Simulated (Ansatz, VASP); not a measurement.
**MnO: VASP beside Ansatz**

```
CELL_PARAMETERS angstrom
3.37170 0.00000 0.00000
-1.68585 2.91998 0.00000
0.00000 0.00000 5.38550
ATOMIC_POSITIONS crystal
Mn 0.33333 0.66667 0.01096
Mn 0.66667 0.33333 0.51096
O 0.33333 0.66667 0.37547
O 0.66667 0.33333 0.87547
```

Alike in both runs: task single point; functional LDA; k mesh 6 × 6 × 4; occupations gaussian, width 0.15 eV; collinear spin.

|  | VASP | Ansatz |
| --- | --- | --- |
| version | VASP 6.6.1 | Ansatz 0.2.0 |
| potentials or method | VASP PAW LDA potentials, release 64 (Mn_pv, O) | plane waves, PAW |
| plane-wave cutoff (eV) | 520 | 420 |
| valence electrons in the cell | 38 | 42 |

|  | VASP | Ansatz | Ansatz less VASP |
| --- | --- | --- | --- |
| pressure (GPa) | -11.5 | -11.4 | +0.08 |
| traceless stress, the component that is largest in VASP (GPa) | -1.22 | -1.10 | +0.115 |
| rms of the force components (eV/Å) | 0.059 | 0.047 | -0.0116 |
| net moment per atom (μB) | 0.00 | 0.00 | 0.000 |
| size of the moment on the site where the two differ most (μB) | 4.12 | 3.64 | -0.485 |

LDA's correlation is that of Perdew and Zunger in VASP and of Perdew and Wang (1992) in Ansatz. Site moments also hang on the region over which each program counts them. Atom by atom the forces differ by 0.012 eV/Å (rms over components). VASP's potentials hold 38 valence electrons a cell and Ansatz's 42, so a difference there can come from the potentials and not from the codes. Ansatz's warnings: stability check not made.
